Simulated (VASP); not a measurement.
# Al (C2/c) in VASP: single point with PBE

Aim: the single point of Al with PBE.

Everything below comes from runs of VASP 6.6.1. Logs are shortened: lines on timing, memory, paths and dates and some standing lists are left out, and cuts for length are marked.

### 1 The cell of the first run

Symmetry: C2/c, No. 15, monoclinic system. Conventional cell: a = 2.802 Å, b = 18.299 Å, c = 2.802 Å, α = 90.00°, β = 109.47°, γ = 90.00°. Al (site symmetry 2) has 14 Al at 2.68 to 3.53 Å within 3.6 Å. Al (site symmetry 2) has 14 Al at 2.80 to 3.23 Å within 3.7 Å.

### 2 Single point, PBE (the part above a cut slid along it)

File INCAR:

```
SYSTEM = Al
PREC = Accurate ; ENCUT = 520
EDIFF = 1E-6 ; ISMEAR = 0
SIGMA = 0.15 ; LREAL = .False.
LASPH = .True. ; NELM = 80
ALGO = Fast ; ISIF = 2
LWAVE = .False. ; LCHARG = .False.
GGA = PE ; ISYM = 0
NBANDS = 14
```

File KPOINTS:

```
regular mesh
0
Gamma
  16 16 5
  0 0 0
```

File POSCAR:

```
Al
1.0
   -1.6174623135      1.6174623135     -1.6174623135
   -1.6174623135     -1.6174623135      1.6174623135
   -0.8087311568      5.6611180974      7.2785804109
Al
4
Direct
    0.0000000000     -0.4375000000      0.8750000000
    0.5000000000      0.4375000000      0.1250000000
    0.0000000000     -0.1875000000      0.3750000000
    0.5000000000      0.1875000000      0.6250000000
```

Potentials or basis: VASP PAW PBE potentials, release 64 (Al).

The run is started by

```bash
cat potpaw_PBE.64/Al/POTCAR > POTCAR
mpirun -np 1 vasp_std > vasp.out
```

OUTCAR:

```text
SYSTEM = Al
   PREC = Accurate
   ENCUT = 520
   EDIFF = 1E-6
   ISMEAR = 0
   LREAL = .False.
   LASPH = .True.
   NELM = 80
   ISIF = 2
   GGA = PE
   ISYM = 0

 ion  position               nearest neighbor table
   1  0.000  0.562  0.875-   2 2.68   2 2.68   4 2.80   4 2.80   4 3.23   4 3.23
   2  0.500  0.438  0.125-   1 2.68   1 2.68   3 2.80   3 2.80   3 3.23   3 3.23
   3  0.000  0.812  0.375-   2 2.80   4 2.80   2 2.80   4 2.80   4 3.23   2 3.23   4 3.23   2 3.23

   4  0.500  0.188  0.625-   3 2.80   1 2.80   3 2.80   1 2.80   1 3.23   3 3.23   3 3.23   1 3.23

IMPORTANT INFORMATION: All symmetrisations will be switched off!
NOSYMM: (Re-)initialisation of all symmetry stuff for point group C_1.

----------------------------------------------------------------------------------------

                                     Primitive cell

  volume of cell :      67.7053

  direct lattice vectors                    reciprocal lattice vectors
    -1.617462313  1.617462313 -1.617462313    -0.309126213  0.154563107 -0.154563107
    -1.617462313 -1.617462313  1.617462313    -0.309126213 -0.193203883  0.115922330
    -0.808731157  5.661118097  7.278580411     0.000000000  0.077281553  0.077281553

  length of vectors
     2.801526906  2.801526906  9.256351171     0.378600744  0.382524173  0.109292621

  position of ions in fractional coordinates (direct lattice)
     0.000000000  0.562500000  0.875000000
     0.500000000  0.437500000  0.125000000
     0.000000000  0.812500000  0.375000000
     0.500000000  0.187500000  0.625000000

  ion indices of the primitive-cell ions
   primitive index   ion index
                 1           1
                 2           2
                 3           3
                 4           4

----------------------------------------------------------------------------------------

 KPOINTS: regular mesh

Automatic generation of k-mesh.
 Grid dimensions read from file:
 generate k-points for:   16   16    5

 Generating k-lattice:

  Cartesian coordinates                     Fractional coordinates (reciprocal lattice)
    -0.019320388  0.009660194 -0.009660194     0.062500000  0.000000000  0.000000000
    -0.019320388 -0.012075243  0.007245146     0.000000000  0.062500000  0.000000000
     0.000000000  0.015456311  0.015456311     0.000000000  0.000000000  0.200000000

  Length of vectors
     0.023662547  0.023907761  0.021858524

  Shift w.r.t. Gamma in fractional coordinates (k-lattice)
     0.000000000  0.000000000  0.000000000

 -----------------------------------------------------------------------------
[... 88 lines left out ...]
   IALGO  =     68    algorithm
   IMIX   =      4    mixing-type and parameters
     AMIX     =   0.40;   BMIX     =  1.00
     AMIX_MAG =   1.60;   BMIX_MAG =  1.00
  volume/ion in A,a.u.               =      16.93       114.22
  Fermi-wavevector in a.u.,A,eV,Ry     =   0.919590  1.737774 11.505718  0.845646
  Thomas-Fermi vector in A             =   2.044801
   LORBIT       =      0    0 simple, 1 ext, 2 COOP (PROOUT), +10 PAW based schemes
   GGA     = PE    functional components
   LHFCALC =     F    Hartree Fock is set to
   AEXX    =    0.0000 exact exchange contribution
   IVDW    =     0    specifies the selected vdW correction
   LEPSILON=     F    determine dielectric tensor
   LRPA    =     F    only Hartree local field effects (RPA)
 non-spin polarized calculation
 RMM-DIIS sequential band-by-band and
 Gauss-broadening in eV      SIGMA  =   0.15
  energy-cutoff  :      520.00
  volume of cell :       67.71
 maximum number of plane-waves:      1843
 NGX is ok and might be reduce to    24
   NGX = 11   NGY = 11   NGZ = 35

 number of electron      12.0000000 magnetization

 Free energy of the ion-electron system (eV)
  ---------------------------------------------------
  ext. energy  EPLUGINS =         0.00000000
  ---------------------------------------------------
  free energy    TOTEN  =       -14.58323631 eV

  energy without entropy =      -14.56220589  energy(sigma->0) =      -14.57272110

 E-fermi :   7.6921     XC(G=0): -10.1014

 val. band max:        7.6917834180   @ k =   0.4375   0.4375   0.2000
 cond. band min:       7.6957389815   @ k =  -0.4375  -0.3125   0.4000
 fundamental gap:      0.0039555636
 Fermi energy:         7.6920927603

 k-point     1 :       0.0000    0.0000    0.0000
  band No.  band energies     occupation
      1      -3.2286      2.00000
      2      -1.4728      2.00000
      3      -1.4681      2.00000
      4       3.4794      2.00000
      5       3.9027      2.00000
      6      11.8561      0.00000
      7      11.9648      0.00000
      8      15.9032      0.00000
      9      16.1305      0.00000
     10      16.6001      0.00000
     11      16.8274      0.00000
     12      17.2435      0.00000
     13      17.8987      0.00000
     14      18.1033      0.00000
[... 377 lines left out ...]
      1      -2.9232      2.00000
      2      -1.2777      2.00000
      3      -1.0597      2.00000
      4       3.6777      2.00000
      5       4.2856      2.00000
      6      11.8598      0.00000
      7      12.4514      0.00000
      8      12.9193      0.00000
      9      14.3106      0.00000
     10      14.5421      0.00000
     11      17.0363      0.00000
     12      17.1336      0.00000
     13      17.9863      0.00000
     14      18.1355      0.00000

 [... further k-points ...]

------------------------ aborting loop because EDIFF is reached ----------------------------------------

  FORCE on cell =-STRESS in cart. coord.  units (eV):
  Direction    XX          YY          ZZ          XY          YZ          ZX
  --------------------------------------------------------------------------------------
  -------------------------------------------------------------------------------------
  Total       -0.3359322      0.7642617      0.6378845     -0.0567147      0.0475047      0.1456087
  in kB       -7.9494992     18.0854856     15.0948959     -1.3420966      1.1241507      3.4456841
  external PRESSURE =       8.4102941 kB  Pullay stress =       0.0000000 kB

 VOLUME and BASIS-vectors are now :
 -----------------------------------------------------------------------------
  energy-cutoff  :      520.00
  volume of cell :       67.71
      direct lattice vectors                 reciprocal lattice vectors
    -1.617462313  1.617462313 -1.617462313    -0.309126213  0.154563107 -0.154563107
    -1.617462313 -1.617462313  1.617462313    -0.309126213 -0.193203883  0.115922330
    -0.808731157  5.661118097  7.278580411     0.000000000  0.077281553  0.077281553

 POSITION                                       TOTAL-FORCE (eV/Angst)
 -----------------------------------------------------------------------------------
     -1.61746      4.04366      7.27858        -0.000836     -0.280840     -0.281228
     -1.61746      0.80873      0.80873         0.000836      0.280840      0.281228
     -1.61746      0.80873      4.04366         0.000064     -0.026028     -0.024086
     -1.61746      4.04366      4.04366        -0.000064      0.026028      0.024086
 -----------------------------------------------------------------------------------
    total drift:                               -0.000000      0.000000     -0.000000

  FREE ENERGIE OF THE ION-ELECTRON SYSTEM (eV)
  ---------------------------------------------------
  free  energy   TOTEN  =       -14.5832363052 eV

  energy  without entropy=      -14.5622058910  energy(sigma->0) =      -14.57272110
```

OSZICAR:

```text
N       E                     dE             d eps       ncg     rms          rms(c)
DAV:   1     0.573200484710E+01    0.57320E+01   -0.42884E+03 17976   0.682E+02
DAV:   2    -0.140286286499E+02   -0.19761E+02   -0.18302E+02 23364   0.858E+01
DAV:   3    -0.146712037076E+02   -0.64258E+00   -0.63441E+00 23646   0.127E+01
DAV:   4    -0.146757420373E+02   -0.45383E-02   -0.45369E-02 21326   0.132E+00
DAV:   5    -0.146757945385E+02   -0.52501E-04   -0.52501E-04 23744   0.148E-01    0.249E+00
RMM:   6    -0.146203756979E+02    0.55419E-01   -0.77840E-03 18595   0.458E-01    0.145E+00
RMM:   7    -0.145858983385E+02    0.34477E-01   -0.12868E-02 18370   0.606E-01    0.252E-01
RMM:   8    -0.145834258461E+02    0.24725E-02   -0.11511E-03 19304   0.197E-01    0.152E-01
RMM:   9    -0.145832574584E+02    0.16839E-03   -0.24038E-04 20319   0.886E-02    0.245E-02
RMM:  10    -0.145832352427E+02    0.22216E-04   -0.78242E-05 20426   0.476E-02    0.278E-02
RMM:  11    -0.145832382494E+02   -0.30067E-05   -0.16774E-05 21212   0.283E-02    0.847E-03
RMM:  12    -0.145832364186E+02    0.18308E-05   -0.43660E-06 20241   0.126E-02    0.350E-03
RMM:  13    -0.145832363052E+02    0.11334E-06   -0.11665E-06 13245   0.740E-03
   1 F= -.14583236E+02 E0= -.14572721E+02  d E =-.210304E-01
```

stdout:

```text
POSCAR found type information on POSCAR Al
 POSCAR found :  1 types and       4 ions
 scaLAPACK will be used
 LDA part: xc-table for (Slater+PW92), standard interpolation
 -----------------------------------------------------------------------------
|                                                                             |
|           W    W    AA    RRRRR   N    N  II  N    N   GGGG   !!!           |
|           W    W   A  A   R    R  NN   N  II  NN   N  G    G  !!!           |
|           W    W  A    A  R    R  N N  N  II  N N  N  G       !!!           |
|           W WW W  AAAAAA  RRRRR   N  N N  II  N  N N  G  GGG   !            |
|           WW  WW  A    A  R   R   N   NN  II  N   NN  G    G                |
|           W    W  A    A  R    R  N    N  II  N    N   GGGG   !!!           |
|                                                                             |
|     Your reciprocal lattice and k-lattice belong to different lattice       |
|     classes:                                                                |
|                                                                             |
|        The reciprocal lattice is base-centered monoclinic,                  |
|        whereas your k-lattice is triclinic.                                 |
|                                                                             |
|     Results are often still useful ...                                      |
|                                                                             |
 -----------------------------------------------------------------------------

 POSCAR, INCAR and KPOINTS ok, starting setup
 FFT: planning ... GRIDC
 FFT: planning ... GRID_SOFT
 FFT: planning ... GRID
 WAVECAR not read
 entering main loop
```

It took 5.9 min on 1 thread of Intel Xeon 8259CL, shared host; peak memory 0.54 GiB.

What came out:

```
Free energy            : -14.5832 eV
Pressure               : 0.8 GPa
Largest force          : 0.397 eV/Å
Band gap on the k mesh : zero (bands 6 and 7 overlap by 6.65 eV)
```

Forces in eV/Å, atoms in the order of the input:
```
Al  -0.001 -0.281 -0.281
Al   0.001  0.281  0.281
Al   0.000 -0.026 -0.024
Al   0.000  0.026  0.024
```

Stress tensor (GPa, compression positive):
```
-0.79 -0.13  0.34
-0.13  1.81  0.11
 0.34  0.11  1.51
```

Caveat: the cell differs from its parent crystal (the part above a cut slid along it).
